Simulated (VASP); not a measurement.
# BN (rocksalt type) (Fm-3m) in VASP: a series of runs

The runs below take BN (rocksalt type) through single point, relaxation of cell and atoms, with PBE.

Program: VASP 6.6.1. These are calculated values, not measurements. Logs are shortened: lines on timing, memory, paths and dates and some standing lists are left out, and cuts for length are marked.

### 1 The cell of the first run

Symmetry: Fm-3m, No. 225, cubic system. The conventional cell has a = 3.227 Å, b = 3.227 Å, c = 3.227 Å, α = 90.00°, β = 90.00°, γ = 90.00°. B (site symmetry m-3m) has 6 N at 1.61 Å within 2.1 Å. Within 2.1 Å of N (site symmetry m-3m) lie 6 B at 1.61 Å.

### 2 Single point, PBE

The input, INCAR:

```
PREC = Accurate
ENCUT = 520
EDIFF = 1E-6
ISMEAR = -1
SIGMA = 0.05
LREAL = False
LASPH = True
NELM = 60
ALGO = Normal
ISIF = 2
LWAVE = False
LCHARG = False
GGA = PE
NBANDS = 11
```

The input, KPOINTS:

```
regular mesh
0
Gamma
  17 17 17
```

The input, POSCAR:

```
BN
1.0
    0.0000000000      1.6133467060      1.6133467060
    1.6133467060      0.0000000000      1.6133467060
    1.6133467060      1.6133467060      0.0000000000
B N
1 1
Direct
    0.0000000000      0.0000000000      0.0000000000
    0.5000000000      0.5000000000      0.5000000000
```

Potentials or basis: VASP PAW PBE potentials, release 64 (B, N).

On the command line:

```sh
$ cat potpaw_PBE.64/B/POTCAR potpaw_PBE.64/N/POTCAR > POTCAR
$ mpirun -np 1 vasp_std > vasp.out
```

OUTCAR:

```text
PREC = Accurate
   ENCUT = 520
   EDIFF = 1E-6
   ISMEAR = -1
   LREAL = False
   LASPH = True
   NELM = 60
   ISIF = 2
   GGA = PE

 ion  position               nearest neighbor table
   1  0.000  0.000  0.000-   2 1.61   2 1.61   2 1.61   2 1.61   2 1.61   2 1.61
   2  0.500  0.500  0.500-   1 1.61   1 1.61   1 1.61   1 1.61   1 1.61   1 1.61

  LATTYP: Found a face centered cubic cell.
 ALAT       =     3.2266934120

  Lattice vectors:

 A1 = (   0.0000000000,   1.6133467060,   1.6133467060)
 A2 = (   1.6133467060,   0.0000000000,   1.6133467060)
 A3 = (   1.6133467060,   1.6133467060,   0.0000000000)

Analysis of symmetry for initial positions (statically):
=====================================================================
 Subroutine PRICEL returns:
 Original cell was already a primitive cell.

 Routine SETGRP: Setting up the symmetry group for a
 face centered cubic supercell.

 Subroutine GETGRP returns: Found 48 space group operations
 (whereof 48 operations were pure point group operations)
 out of a pool of 48 trial point group operations.

The static configuration has the point symmetry O_h .

Analysis of symmetry for dynamics (positions and initial velocities):
=====================================================================
 Subroutine PRICEL returns:
 Original cell was already a primitive cell.

 Routine SETGRP: Setting up the symmetry group for a
 face centered cubic supercell.

 Subroutine GETGRP returns: Found 48 space group operations
 (whereof 48 operations were pure point group operations)
 out of a pool of 48 trial point group operations.

The dynamic configuration has the point symmetry O_h .

 Subroutine INISYM returns: Found 48 space group operations
 (whereof 48 operations are pure point group operations),
 and found     1 'primitive' translations

----------------------------------------------------------------------------------------

                                     Primitive cell

  volume of cell :       8.3987

  direct lattice vectors                    reciprocal lattice vectors
     0.000000000  1.613346706  1.613346706    -0.309914787  0.309914787  0.309914787
     1.613346706  0.000000000  1.613346706     0.309914787 -0.309914787  0.309914787
     1.613346706  1.613346706  0.000000000     0.309914787  0.309914787 -0.309914787

  length of vectors
     2.281616792  2.281616792  2.281616792     0.536788156  0.536788156  0.536788156

[... 81 lines left out ...]
   LREAL  =      F    real-space projection
   EDIFFG = 0.1E-04   stopping-criterion for IOM
   NSW    =      0    number of steps for IOM
   IBRION =     -1    ionic relax: 0-MD 1-quasi-New 2-CG
   NFREE  =      0    steps in history (QN), initial steepest desc. (CG)
   ISIF   =      2    stress and relaxation
   ISYM   =      2    0-nonsym 1-usesym 2-fastsym
   POTIM  = 0.5000    time-step for ionic-motion
   TEBEG  =    0.0;   TEEND  =   0.0 temperature during run
   PSTRESS=    0.0 pullay stress
   NELECT =       8.0000    total number of electrons
   NUPDOWN=      -1.0000    fix difference up-down
   EMIN   =  10.00;   EMAX   =-10.00  energy-range for DOS
   EFERMI =   0.00;   METHOD = LEGACY
   ISMEAR =    -1;   SIGMA  =   0.05  broadening in eV -4-tet -1-fermi 0-gaus
   EFERMI_NEDOS =   21; number of points for ismear=-14 and -15
   IALGO  =     38    algorithm
   IMIX   =      4    mixing-type and parameters
     AMIX     =   0.40;   BMIX     =  1.00
     AMIX_MAG =   1.60;   BMIX_MAG =  1.00
  volume/ion in A,a.u.               =       4.20        28.34
  Fermi-wavevector in a.u.,A,eV,Ry     =   1.610771  3.043916 35.301445  2.594583
  Thomas-Fermi vector in A             =   2.706268
   LORBIT       =      0    0 simple, 1 ext, 2 COOP (PROOUT), +10 PAW based schemes
   GGA     = PE    functional components
   LHFCALC =     F    Hartree Fock is set to
   AEXX    =    0.0000 exact exchange contribution
   IVDW    =     0    specifies the selected vdW correction
   LEPSILON=     F    determine dielectric tensor
   LRPA    =     F    only Hartree local field effects (RPA)
 non-spin polarized calculation
  energy-cutoff  :      520.00
  volume of cell :        8.40
 maximum number of plane-waves:       238
 NGX is ok and might be reduce to    18
   NGX =  9   NGY =  9   NGZ =  9

 number of electron       7.9999998 magnetization

 Free energy of the ion-electron system (eV)
  ---------------------------------------------------
  ext. energy  EPLUGINS =         0.00000000
  ---------------------------------------------------
  free energy    TOTEN  =       -13.03210005 eV

  energy without entropy =      -13.03210005  energy(sigma->0) =      -13.03210005

 E-fermi :  15.0696     XC(G=0): -14.9817

 val. band max:       14.1394756824   @ k =  -0.1765   0.1765   0.0000
 cond. band min:      17.3589345546   @ k =   0.4706   0.4706   0.0000
 fundamental gap:      3.2194588722
 Fermi energy:        15.0696303041

 k-point     1 :       0.0000    0.0000    0.0000
  band No.  band energies     occupation
      1     -11.9559      2.00000
      2      13.0829      2.00000
      3      13.0829      2.00000
      4      13.0829      2.00000
      5      28.8037      0.00000
      6      28.8037      0.00000
      7      28.8037      0.00000
      8      29.0125      0.00000
      9      34.0792      0.00000
     10      34.0792      0.00000
     11      34.0792      0.00000
[... 309 lines left out ...]
 k-point    24 :      -0.1176    0.0588    0.0000
  band No.  band energies     occupation
      1     -11.2367      2.00000
      2      10.7036      2.00000
      3      12.0703      2.00000
      4      13.5081      2.00000
      5      25.5025      0.00000
      6      26.5847      0.00000
      7      28.0920      0.00000
      8      30.1628      0.00000
      9      32.8594      0.00000
     10      35.1727      0.00000
     11      37.3066      0.00000

 [... further k-points ...]
[... 5 lines left out ...]
  --------------------------------------------------------------------------------------
  -------------------------------------------------------------------------------------
  Total        7.9110815      7.9110815      7.9110815      0.0000000      0.0000000     -0.0000000
  in kB     1509.1531796   1509.1531796   1509.1531796      0.0000000      0.0000000     -0.0000000
  external PRESSURE =    1509.1531796 kB  Pullay stress =       0.0000000 kB

 VOLUME and BASIS-vectors are now :
 -----------------------------------------------------------------------------
  energy-cutoff  :      520.00
  volume of cell :        8.40
      direct lattice vectors                 reciprocal lattice vectors
     0.000000000  1.613346706  1.613346706    -0.309914787  0.309914787  0.309914787
     1.613346706  0.000000000  1.613346706     0.309914787 -0.309914787  0.309914787
     1.613346706  1.613346706  0.000000000     0.309914787  0.309914787 -0.309914787

 POSITION                                       TOTAL-FORCE (eV/Angst)
 -----------------------------------------------------------------------------------
      0.00000      0.00000      0.00000        -0.000000     -0.000000     -0.000000
      1.61335      1.61335      1.61335         0.000000      0.000000      0.000000
 -----------------------------------------------------------------------------------
    total drift:                               -0.000000     -0.000000     -0.000000

  FREE ENERGIE OF THE ION-ELECTRON SYSTEM (eV)
  ---------------------------------------------------
  free  energy   TOTEN  =       -13.0321000463 eV

  energy  without entropy=      -13.0321000462  energy(sigma->0) =      -13.03210005
```

OSZICAR:

```text
N       E                     dE             d eps       ncg     rms          rms(c)
DAV:   1     0.141574915155E+02    0.14157E+02   -0.53689E+03  3799   0.757E+02
DAV:   2    -0.135525404622E+02   -0.27710E+02   -0.26497E+02  4205   0.170E+02
DAV:   3    -0.139907464169E+02   -0.43821E+00   -0.43714E+00  4343   0.174E+01
DAV:   4    -0.139910674179E+02   -0.32100E-03   -0.32099E-03  3963   0.503E-01
DAV:   5    -0.139910675349E+02   -0.11693E-06   -0.11687E-06  4224   0.102E-02    0.737E+00
DAV:   6    -0.130582700807E+02    0.93280E+00   -0.33380E+00  3927   0.107E+01    0.327E+00
DAV:   7    -0.130320199410E+02    0.26250E-01   -0.16499E-01  4040   0.298E+00    0.198E+00
DAV:   8    -0.130323633010E+02   -0.34336E-03   -0.99171E-03  3843   0.869E-01    0.214E-01
DAV:   9    -0.130320993140E+02    0.26399E-03   -0.76170E-04  3936   0.174E-01    0.476E-02
DAV:  10    -0.130320994229E+02   -0.10893E-06   -0.20083E-05  3978   0.425E-02    0.123E-02
DAV:  11    -0.130321000463E+02   -0.62333E-06   -0.66153E-07  3753   0.791E-03
   1 F= -.13032100E+02 E0= -.13032100E+02  d E =-.746243E-10
```

stdout:

```text
POSCAR found type information on POSCAR B N
 POSCAR found :  2 types and       2 ions
 scaLAPACK will be used
 LDA part: xc-table for (Slater+PW92), standard interpolation
 POSCAR, INCAR and KPOINTS ok, starting setup
 FFT: planning ... GRIDC
 FFT: planning ... GRID_SOFT
 FFT: planning ... GRID
 WAVECAR not read
 entering main loop
```

Wall time 6.4 s (1 thread of Intel Xeon 6975P-C (Granite Rapids), shared host); peak memory 0.12 GiB.

Results:

- Free energy: -13.0321 eV
- Pressure: 150.9 GPa
- Band gap on the k mesh: 3.22 eV, indirect (least direct gap 6.78 eV)

### 3 Single point, PBE

The input, INCAR:

```
SYSTEM = BN
  PREC = Accurate
  ENCUT = 520
  EDIFF = 1E-6
  ISMEAR = -1
  SIGMA = 0.05
  LREAL = .False.
  LASPH = .True.
  NELM = 60
  ALGO = Normal
  ISIF = 2
  LWAVE = .False.
  LCHARG = .False.
  GGA = PE
  NBANDS = 11
```

The input, KPOINTS:

```
regular mesh
0
Gamma
  17 17 17
  0 0 0
```

The input, POSCAR:

```
BN
1.0
    0.0000000000      1.6136713242      1.6136713242
    1.6136713242      0.0000000000      1.6136713242
    1.6136713242      1.6136713242      0.0000000000
B N
1 1
Direct
    0.0000000000      0.0000000000      0.0000000000
    0.5000000000      0.5000000000      0.5000000000
```

Potentials or basis: VASP PAW PBE potentials, release 64 (B, N).

On the command line:

```sh
$ cat potpaw_PBE.64/B/POTCAR potpaw_PBE.64/N/POTCAR > POTCAR
$ mpirun -np 1 vasp_std > vasp.out
```

Wall time 8 s (1 thread of Intel Xeon 6975P-C (Granite Rapids), shared host); peak memory 0.12 GiB.

The run converged. Its results:

* Free energy: -13.0369 eV
* Pressure: 150.4 GPa
* Band gap on the k mesh: 3.21 eV, indirect (least direct gap 6.78 eV)

Levels at points of the mesh, in eV from the valence-band top:
```csv
k point,band 2,band 3,band 4,band 5,band 6,band 7
"(0.00, 0.00, 0.00)",-1.06,-1.06,-1.06,14.66,14.66,14.66
```

A k mesh can miss the band edges. A hybrid or GW would open this gap; PBE tends to underestimate it.

(Continued in part 2 of 2.)
